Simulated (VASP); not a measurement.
Input of a VASP 6.6.1 run:

Contents of INCAR:

```
PREC = Accurate
ENCUT = 520
EDIFF = 1E-6
ISMEAR = 1
SIGMA = 0.1
LREAL = False
LASPH = True
NELM = 100
ALGO = Normal
ISIF = 2
LWAVE = False
LCHARG = False
GGA = PS
NBANDS = 8
```

Contents of KPOINTS:

```
regular mesh
0
Gamma
  3 3 3
```

File POSCAR:

```
Al
1.0
    2.7560720000      0.0000000000      0.0000000000
   -0.9186906379      2.5984496110      0.0000000000
   -0.9186906379     -1.2992247445      2.2503234088
Al
1
Direct
    0.0000000000      0.0000000000      0.0000000000
```

Potentials or basis: VASP PAW PBE potentials, release 64 (Al).

Launch:

```bash
$ cat potpaw_PBE.64/Al/POTCAR > POTCAR
$ mpirun -np 1 vasp_std > vasp.out
```

Task: Predict the pressure.

Result: 2.4 GPa.

Caveat: the k points lie up to 0.93 Å⁻¹ apart; the PAW data sets were made with another functional, which shifts forces and pressure a little.
